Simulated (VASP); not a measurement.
# LiF (Fm-3m) in VASP: relaxation of cell and atoms with LDA

Aim: the relaxation of cell and atoms of LiF with LDA.

Everything below comes from runs of VASP 6.6.1. Logs are shortened: lines on timing, memory, paths and dates and some standing lists are left out, and cuts for length are marked.

**1. The cell of the first run**

The structure is cubic, space group Fm-3m (No. 225). The conventional cell has a = 4.028 Å, b = 4.028 Å, c = 4.028 Å, α = 90.00°, β = 90.00°, γ = 90.00°. Within 2.7 Å of Li (site symmetry m-3m) lie 6 F at 2.01 Å. F (site symmetry m-3m) has 6 Li at 2.01 Å within 2.7 Å.

**2. Relaxation of cell and atoms, LDA**

Contents of INCAR:

```
PREC = Accurate ; ENCUT = 600
EDIFF = 1E-6 ; ISMEAR = -1
SIGMA = 0.1 ; LREAL = False
LASPH = True ; NELM = 60
ALGO = Normal ; ISIF = 3
LWAVE = False ; LCHARG = False
GGA = CA ; IBRION = 2
NSW = 100 ; EDIFFG = -0.002
```

Contents of KPOINTS:

```
Automatic mesh
0
Gamma
  14 14 14
```

Contents of POSCAR:

```
LiF
1.0
    2.0140000000      2.0140000000      0.0000000000
   -2.0140000000      2.0140000000      0.0000000000
    0.0000000000      2.0140000000      2.0140000000
Li F
1 1
Direct
    0.0000000000      0.0000000000      0.0000000000
    0.5000000000      0.5000000000      0.0000000000
```

Potentials or basis: VASP PAW LDA potentials, release 64 (Li_sv, F).

Launch:

```sh
cat potpaw_LDA.64/Li_sv/POTCAR potpaw_LDA.64/F/POTCAR > POTCAR
mpirun -np 1 vasp_std > vasp.out
```

OUTCAR:

```text
PREC = Accurate
   ENCUT = 600
   EDIFF = 1E-6
   ISMEAR = -1
   LREAL = False
   LASPH = True
   NELM = 60
   ISIF = 3
   GGA = CA
   IBRION = 2
   NSW = 100
   EDIFFG = -0.002

 ion  position               nearest neighbor table
   1  0.000  0.000  0.000-   2 2.01   2 2.01   2 2.01   2 2.01   2 2.01   2 2.01
   2  0.500  0.500  0.000-   1 2.01   1 2.01   1 2.01   1 2.01   1 2.01   1 2.01

  LATTYP: Found a face centered cubic cell.
 ALAT       =     4.0280000000

  Lattice vectors:

 A1 = (   0.0000000000,   2.0140000000,   2.0140000000)
 A2 = (   2.0140000000,   0.0000000000,   2.0140000000)
 A3 = (   2.0140000000,   2.0140000000,   0.0000000000)

Analysis of symmetry for initial positions (statically):
=====================================================================
 Subroutine PRICEL returns:
 Original cell was already a primitive cell.

 Routine SETGRP: Setting up the symmetry group for a
 face centered cubic supercell.

 Subroutine GETGRP returns: Found 48 space group operations
 (whereof 48 operations were pure point group operations)
 out of a pool of 48 trial point group operations.

The static configuration has the point symmetry O_h .

Analysis of symmetry for dynamics (positions and initial velocities):
=====================================================================
 Subroutine PRICEL returns:
 Original cell was already a primitive cell.

 Routine SETGRP: Setting up the symmetry group for a
 face centered cubic supercell.

 Subroutine GETGRP returns: Found 48 space group operations
 (whereof 48 operations were pure point group operations)
 out of a pool of 48 trial point group operations.

The dynamic configuration has the point symmetry O_h .

 Subroutine INISYM returns: Found 48 space group operations
 (whereof 48 operations are pure point group operations),
 and found     1 'primitive' translations

----------------------------------------------------------------------------------------

                                     Primitive cell

  volume of cell :      16.3384

  direct lattice vectors                    reciprocal lattice vectors
     2.014000000  2.014000000  0.000000000     0.248262165  0.248262165 -0.248262165
    -2.014000000  2.014000000  0.000000000    -0.248262165  0.248262165 -0.248262165
     0.000000000  2.014000000  2.014000000     0.000000000  0.000000000  0.496524330

  length of vectors
     2.848226115  2.848226115  2.848226115     0.430002683  0.430002683  0.496524330

  position of ions in fractional coordinates (direct lattice)
     0.000000000  0.000000000  0.000000000
     0.500000000  0.500000000  0.000000000

  ion indices of the primitive-cell ions
   primitive index   ion index
                 1           1
                 2           2

----------------------------------------------------------------------------------------

 KPOINTS: Automatic mesh

Automatic generation of k-mesh.
 Grid dimensions read from file:
 generate k-points for:   14   14   14

 Generating k-lattice:

  Cartesian coordinates                     Fractional coordinates (reciprocal lattice)
     0.017733012  0.017733012 -0.017733012     0.071428571  0.000000000  0.000000000
    -0.017733012  0.017733012 -0.017733012     0.000000000  0.071428571  0.000000000
     0.000000000  0.000000000  0.035466024     0.000000000  0.000000000  0.071428571

  Length of vectors
     0.030714477  0.030714477  0.035466024

  Shift w.r.t. Gamma in fractional coordinates (k-lattice)
     0.000000000  0.000000000  0.000000000

 Subroutine IBZKPT returns following result:
 ===========================================

 Found    104 irreducible k-points:

 Following reciprocal coordinates:
            Coordinates               Weight
  0.000000  0.000000  0.000000      1.000000
  0.071429  0.000000  0.000000      8.000000
  0.142857  0.000000  0.000000      8.000000
  0.214286  0.000000  0.000000      8.000000
  0.285714  0.000000  0.000000      8.000000
  0.357143  0.000000  0.000000      8.000000
[... 16 lines left out ...]
  0.214286  0.142857  0.000000     24.000000
  0.285714  0.142857  0.000000     24.000000
 [... further k-points ...]
   k-points           NKPTS =    104   k-points in BZ     NKDIM =    104   number of bands    NBANDS=      9
   number of dos      NEDOS =    301   number of ions     NIONS =      2
   total plane-waves  NPLWV =  13824
   dimension x,y,z NGX =    24 NGY =   24 NGZ =   24
   dimension x,y,z NGXF=    48 NGYF=   48 NGZF=   48
   ions per type =               1   1
   NGX,Y,Z   is equivalent  to a cutoff of  14.01, 14.01, 14.01 a.u.
   NGXF,Y,Z  is equivalent  to a cutoff of  28.02, 28.02, 28.02 a.u.
 SYSTEM =  unknown system
   PREC   = accura    normal or accurate (medium, high low for compatibility)
   ISTART =      0    job   : 0-new  1-cont  2-samecut
   ICHARG =      2    charge: 1-file 2-atom 10-const
   ISPIN  =      1    spin polarized calculation?
   LNONCOLLINEAR =      F non collinear calculations
   LSORBIT =      F    spin-orbit coupling
   LASPH  =      T    aspherical Exc in radial PAW
   ENCUT  =  600.0 eV  44.10 Ry    6.64 a.u.   5.69  5.69  5.69*2*pi/ulx,y,z
   NELM   =     60;   NELMIN=  2; NELMDL= -5     # of ELM steps
   EDIFF  = 0.1E-05   stopping-criterion for ELM
   LREAL  =      F    real-space projection
   EDIFFG = -.2E-02   stopping-criterion for IOM
   NSW    =    100    number of steps for IOM
   IBRION =      2    ionic relax: 0-MD 1-quasi-New 2-CG
   NFREE  =      1    steps in history (QN), initial steepest desc. (CG)
   ISIF   =      3    stress and relaxation
   ISYM   =      2    0-nonsym 1-usesym 2-fastsym
   POTIM  = 0.5000    time-step for ionic-motion
   TEBEG  =    0.0;   TEEND  =   0.0 temperature during run
   PSTRESS=    0.0 pullay stress
   NELECT =      10.0000    total number of electrons
   NUPDOWN=      -1.0000    fix difference up-down
   EMIN   =  10.00;   EMAX   =-10.00  energy-range for DOS
   EFERMI =   0.00;   METHOD = LEGACY
   ISMEAR =    -1;   SIGMA  =   0.10  broadening in eV -4-tet -1-fermi 0-gaus
   EFERMI_NEDOS =   21; number of points for ismear=-14 and -15
   IALGO  =     38    algorithm
   IMIX   =      4    mixing-type and parameters
     AMIX     =   0.40;   BMIX     =  1.00
     AMIX_MAG =   1.60;   BMIX_MAG =  1.00
  volume/ion in A,a.u.               =       8.17        55.13
  Fermi-wavevector in a.u.,A,eV,Ry     =   1.389970  2.626662 26.286674  1.932016
  Thomas-Fermi vector in A             =   2.513950
   LORBIT       =      0    0 simple, 1 ext, 2 COOP (PROOUT), +10 PAW based schemes
   GGA     = CA    functional components
   LHFCALC =     F    Hartree Fock is set to
   AEXX    =    0.0000 exact exchange contribution
   IVDW    =     0    specifies the selected vdW correction
   LEPSILON=     F    determine dielectric tensor
   LRPA    =     F    only Hartree local field effects (RPA)
 conjugate gradient relaxation of ions
 non-spin polarized calculation
  energy-cutoff  :      600.00
  volume of cell :       16.34
 maximum number of plane-waves:       556
   NGX = 11   NGY = 11   NGZ = 11

--------------------------------------- Ionic step        1  -------------------------------------------

 number of electron      10.0000000 magnetization

 number of electron       9.9999992 magnetization

 Free energy of the ion-electron system (eV)
  ---------------------------------------------------
  ext. energy  EPLUGINS =         0.00000000
  ---------------------------------------------------
  free energy    TOTEN  =       -10.47364297 eV

  energy without entropy =      -10.47364297  energy(sigma->0) =      -10.47364297

------------------------ aborting loop because EDIFF is reached ----------------------------------------

  FORCE on cell =-STRESS in cart. coord.  units (eV):
  Direction    XX          YY          ZZ          XY          YZ          ZX
  --------------------------------------------------------------------------------------
  -------------------------------------------------------------------------------------
  Total       -0.7143660     -0.7143660     -0.7143660     -0.0000000      0.0000000     -0.0000000
  in kB      -70.0523906    -70.0523906    -70.0523906     -0.0000000      0.0000000     -0.0000000
  external PRESSURE =     -70.0523906 kB  Pullay stress =       0.0000000 kB
[... 93 lines left out ...]
  energy  without entropy=      -10.5105836055  energy(sigma->0) =      -10.51058361

--------------------------------------- Ionic step        4  -------------------------------------------

 number of electron      10.0000006 magnetization

 Free energy of the ion-electron system (eV)
  ---------------------------------------------------
  ext. energy  EPLUGINS =         0.00000000
  ---------------------------------------------------
  free energy    TOTEN  =       -10.51073106 eV

  energy without entropy =      -10.51073106  energy(sigma->0) =      -10.51073106

 E-fermi :   1.6191     XC(G=0): -11.1753

 val. band max:       -0.6456153723   @ k =   0.0714   0.0714   0.0000
 cond. band min:       9.1395082584   @ k =   0.0000   0.0000   0.0000
 fundamental gap:      9.7851236307
 Fermi energy:         1.6191044412

 k-point     1 :       0.0000    0.0000    0.0000
  band No.  band energies     occupation
      1     -40.2197      2.00000
      2     -20.5045      2.00000
      3      -0.6476      2.00000
      4      -0.6476      2.00000
      5      -0.6476      2.00000
      6       9.1395      0.00000
      7      24.1143      0.00000
      8      24.1143      0.00000
      9      24.1144      0.00000
[... 265 lines left out ...]
 k-point    24 :       0.2857    0.1429    0.0000
  band No.  band energies     occupation
      1     -40.1313      2.00000
      2     -20.0493      2.00000
      3      -2.8388      2.00000
      4      -1.5395      2.00000
      5      -0.8237      2.00000
      6      11.0703      0.00000
      7      16.2605      0.00000
      8      19.3466      0.00000
      9      19.6209      0.00000

 [... further k-points ...]

------------------------ aborting loop because EDIFF is reached ----------------------------------------

  FORCE on cell =-STRESS in cart. coord.  units (eV):
  Direction    XX          YY          ZZ          XY          YZ          ZX
  --------------------------------------------------------------------------------------
  -------------------------------------------------------------------------------------
  Total        0.0015758      0.0015758      0.0015758      0.0000000      0.0000000      0.0000000
  in kB        0.1707220      0.1707220      0.1707220      0.0000000      0.0000000      0.0000000
  external PRESSURE =       0.1707220 kB  Pullay stress =       0.0000000 kB
[... 17 lines left out ...]
  FREE ENERGIE OF THE ION-ELECTRON SYSTEM (eV)
  ---------------------------------------------------
  free  energy   TOTEN  =       -10.5107310646 eV

  energy  without entropy=      -10.5107310646  energy(sigma->0) =      -10.51073106

 reached required accuracy - stopping structural energy minimisation
```

It took 49 s on 1 thread of Intel Xeon 8259CL, shared host; peak memory 0.13 GiB.

What came out:

* Free energy: -10.5107 eV
* Relaxed volume: 7.39 Å³/atom
* Relaxed cell: a = 2.755 Å, b = 2.755 Å, c = 2.755 Å, α = 60.00°, β = 60.00°, γ = 90.00°
* Space group after relaxing (to 0.1 Å): Fm-3m (No. 225)
* Energy gained by relaxing: 18.5 meV/atom
* Ionic steps: 4
* Pressure after relaxing: 0.0 GPa
* Band gap on the k mesh: 9.79 eV

Step by step:
```
step  energy change (eV)  largest force (eV/Å)  pressure (GPa)  volume (Å³)
   1              0.0000                0.0000           -7.01        16.34
   2             -0.0284                0.0000           -3.73        15.51
   3             -0.0369                0.0000           -0.52        14.88
   4             -0.0371                0.0000            0.02        14.79
```

Final structure:
```xyz
2
Lattice="1.9482 1.9482 0.0000 -1.9482 1.9482 0.0000 0.0000 1.9482 1.9482" Properties=species:S:1:pos:R:3 pbc="T T T"
Li   -1.9482    1.9482    0.0000
F     0.0000    1.9482    0.0000
```

Levels at points of the mesh, in eV from the valence-band top:
```csv
k point,band 3,band 4,band 5,band 6,band 7,band 8
"(0.00, 0.00, 0.00)",0.00,0.00,0.00,9.79,24.76,24.76
"(0.50, 0.00, 0.00)",-2.90,-0.27,-0.27,10.90,17.58,19.19
"(0.50, 0.50, 0.00)",-3.58,-1.19,-1.19,15.37,16.49,18.38
```

Caveat: the cutoff is under 1.25 times the usual one of these potentials, so pressure, stress and relaxed cells hold a basis-set (Pulay) error.
